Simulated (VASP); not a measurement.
MgSc, 2 atoms in the cell. It takes space group Pm-3m (No. 221, cubic). The conventional cell has a = 3.311 Å, b = 3.311 Å, c = 3.311 Å, α = 90.00°, β = 90.00°, γ = 90.00°. Mg (site symmetry m-3m) has 8 Sc at 2.87 Å and 6 Mg at 3.31 Å within 3.8 Å. Within 3.8 Å of Sc (site symmetry m-3m) lie 8 Mg at 2.87 Å and 6 Sc at 3.31 Å. 

- Program: VASP 6.6.1
- Task: relaxation of cell and atoms
- Functional: r2SCAN
- Potentials or basis: VASP PAW PBE potentials, release 64 (Mg, Sc_sv)
- Cutoff: 600 eV
- k mesh: 12 × 12 × 12
- Occupations: gaussian, width 0.1 eV
- Spin: no spin polarisation
- Target pressure: 25 GPa
- Dipole correction: no
- Further INCAR settings: ALGO = Normal; EDIFF = 1e-07; IBRION = 2; EDIFFG = -0.008; NSW = 70; ISIF = 3

Potentials or basis: VASP PAW PBE potentials, release 64 (Mg, Sc_sv).

Launch:

```console
$ cat potpaw_PBE.64/Mg/POTCAR potpaw_PBE.64/Sc_sv/POTCAR > POTCAR
$ cp INCAR.step1 INCAR
$ mpirun -np 1 vasp_std > vasp.out
$ cp INCAR.step2 INCAR
$ mpirun -np 1 vasp_std > vasp.out
```

Hardware: 1 thread of Intel Xeon 8259CL, with other jobs on the host.

Question: How long does it take, and how much memory?

Answer: Run time: 5.9 min on 1 thread of Intel Xeon 8259CL, with other jobs on the host, peak memory 0.21 GiB. Counts: k points 84, ion steps 3.
